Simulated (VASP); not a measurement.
## Li2SiS3: single point with PBE

The system is Li2SiS3.

```
Li Si S
1.0
     5.59603    0.00000    0.00000
    -2.79802    4.84631    0.00000
     0.00000    0.00000    3.84320
Li Si S
2 1 3
Direct
  0.33333 0.66667 0.00000
  0.66667 0.33333 0.00000
  0.00000 0.00000 0.50000
  0.50000 0.00000 0.50000
  0.00000 0.50000 0.50000
  0.50000 0.50000 0.50000
```

```json
{
 "Program": "VASP 6.6.1",
 "Task": "single point",
 "Functional": "PBE",
 "Potentials or basis": "VASP PAW PBE potentials, release 64 (Li_sv, Si, S)",
 "Cutoff": "520 eV",
 "k mesh": "6 × 6 × 4",
 "Occupations": "gaussian, width 0.1 eV",
 "Spin": "no spin polarisation"
}
```

| Item | Value |
| --- | --- |
| Band gap on the k mesh | zero (band 14 reaches 5.85 eV, above the bottom of band 15 at 3.87 eV) |

Levels at points of the mesh, in eV from the Fermi level:
| k point | band 11 | band 12 | band 13 | band 14 | band 15 | band 16 | band 17 | band 18 |
| --- | --- | --- | --- | --- | --- | --- | --- | --- |
| (0.00, 0.00, 0.00) | -1.28 | -1.28 | 0.38 | 0.98 | 0.98 | 2.33 | 2.73 | 4.59 |
| (0.50, 0.00, 0.00) | -2.78 | -2.53 | -1.35 | -1.22 | 0.39 | 1.07 | 1.77 | 3.67 |
| (0.00, 0.00, 0.50) | -3.18 | -3.18 | -0.35 | 0.50 | 1.21 | 1.21 | 2.75 | 2.75 |
| (0.50, 0.00, 0.50) | -3.36 | -2.65 | -2.58 | -1.12 | -0.88 | 0.83 | 1.26 | 4.39 |

Wall time 78 s on 1 thread of Intel Xeon 8259CL, on a shared host, peak memory 0.23 GiB.

Caveat: the k points lie up to 0.41 Å⁻¹ apart.
